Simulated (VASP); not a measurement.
CaS (Oldhamite): single point with PBE

Crystal: CaS (Oldhamite).

```xyz
2
Lattice="0.0000 2.7977 2.7977 2.7977 0.0000 2.7977 2.7977 2.7977 0.0000" Properties=species:S:1:pos:R:3 pbc="T T T"
Ca    0.0000    0.0000    0.0000
S     2.7977    2.7977    2.7977
```

This cell differs from its parent crystal: volume scaled by 0.94.

```yaml
Program: VASP 6.6.1
Task: single point
Functional: PBE
Potentials_or_basis: VASP PAW PBE potentials, release 64 (Ca_sv, S)
Cutoff: 500 eV
k_mesh: 8 × 8 × 8
Occupations: gaussian, width 0.02 eV
Spin: no spin polarisation
```

```
Pressure               : 4.2 GPa
Band gap on the k mesh : 2.23 eV, indirect (least direct gap 3.07 eV)
```

Levels at points of the mesh, in eV from the valence-band top:
```
           k point  band 6  band 7  band 8  band 9  band 10  band 11
(0.00, 0.00, 0.00)    0.00    0.00    0.00    4.15     4.15     4.15
(0.50, 0.00, 0.00)   -3.28   -1.27   -1.27    5.32     6.24     6.36
(0.50, 0.50, 0.00)   -2.38   -0.84   -0.84    2.23     5.70     6.29
```

It took 31 s on 1 thread of Intel(R) Xeon(R) Platinum 8259CL CPU @ 2.50GHz (Skylake/Cascade Lake), on a shared host, peak memory 0.17 GiB.

 A k mesh can miss the band edges.
